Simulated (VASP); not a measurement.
Write the native input for VASP 6.6.1 that does the following.

- Task: relaxation of cell and atoms
- Functional: PBE
- Potentials or basis: VASP PAW PBE potentials, release 64 (Sn_d, Te, O)
- Cutoff: 600 eV
- k mesh: 3 × 3 × 4
- Occupations: gaussian, width 0.1 eV
- Spin: no spin polarisation
- Dipole correction: no
- Further INCAR settings: ALGO = Normal; EDIFF = 1e-07; IBRION = 2; EDIFFG = -0.04; NSW = 90; ISIF = 3

The structure of Sn3TeO2 lies in POSCAR:

```
Sn3TeO2
1.0
    6.3124777000      0.0000000000      0.0000000000
   -3.1562388500      5.4667660500      0.0000000000
    0.0000000000      0.0000000000      4.1172892100
Sn Te O
3 1 2
Direct
    0.5000000000      0.5000000000      0.5000000000
    0.5000000000      0.0000000000      0.5000000000
    0.0000000000      0.5000000000      0.5000000000
    0.0000000000      0.0000000000      0.0000000000
    0.6666666700      0.3333333300      0.0000000000
    0.3333333300      0.6666666700      0.0000000000
```

The cell was generated, and may not be a known phase.

The input as run:

INCAR

```
  PREC = Accurate
  ENCUT = 600
  EDIFF = 1E-7
  ISMEAR = 0
  SIGMA = 0.1
  LREAL = F
  LASPH = T
  NELM = 60
  ALGO = Normal
  ISIF = 3
  LWAVE = F
  LCHARG = F
  GGA = PE
  IBRION = 2
  NSW = 90
  EDIFFG = -0.04
```

KPOINTS

```
regular mesh
0
Gamma
  3 3 4
```

Potentials or basis: VASP PAW PBE potentials, release 64 (Sn_d, Te, O).

Command:

```console
$ cat potpaw_PBE.64/Sn_d/POTCAR potpaw_PBE.64/Te/POTCAR potpaw_PBE.64/O/POTCAR > POTCAR
$ mpirun -np 1 vasp_std > vasp.out
```

Results of the run:

The relaxed volume is 21.36 Å³/atom. The relaxed cell is a = 6.677 Å, b = 6.677 Å, c = 3.319 Å, α = 90.00°, β = 90.00°, γ = 120.00° and the space group after relaxing (to 0.1 Å) is P6/mmm (No. 191). The energy gained by relaxing is 345.5 meV/atom. The ionic steps are 8, the pressure after relaxing is -0.1 GPa and the band gap on the k mesh is zero (bands 30 and 31 overlap by 1.85 eV).

Caveat: the k points lie up to 0.47 Å⁻¹ apart in the final cell, too coarse for converged energies and pressures of a metal; a cell axis changed by over 15 % at a fixed basis, so the end point is rough; spin-orbit coupling is left out, which moves the levels of the heavy elements.

Run time: 8.4 min on 1 thread of Oxide Virtual Turin-like Processor, on a shared host, peak memory 0.3 GiB.
